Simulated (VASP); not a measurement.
The system is Hg.

```
CELL_PARAMETERS angstrom
3.46181 0.00000 0.00000
-1.73090 2.99802 0.00000
0.00000 0.00000 5.48755
ATOMIC_POSITIONS crystal
Hg 0.66667 0.33333 0.75000
Hg 0.33333 0.66667 0.25000
```

Base run:

* Program: VASP 6.6.1
* Functional: r2SCAN
* Potentials or basis: VASP PAW PBE potentials, release 64 (Hg)
* Cutoff: 520 eV
* k mesh: 12 × 12 × 6
* Occupations: gaussian, width 0.05 eV
* Spin: no spin polarisation

Its results: band gap on the k mesh zero (band 12 reaches 0.76 eV, above the bottom of band 13 at 0.72 eV); pressure 0.0 GPa.

Problem. The run is repeated on the same cell with these changes: functional from r2SCAN to PBE; further incar settings from ALGO = Normal; EDIFF = 1e-06; NBANDS = 19 to ALGO = Fast; EDIFF = 1e-06; NBANDS = 19. What comes out?

Solution. Band gap on the k mesh zero (band 12 reaches 0.95 eV, above the bottom of band 13 at 0.69 eV); pressure 1.0 GPa.

Caveats: spin-orbit coupling is left out, which moves the levels of the heavy elements; the PAW data sets were made with another functional, which shifts forces and pressure a little (some runs).
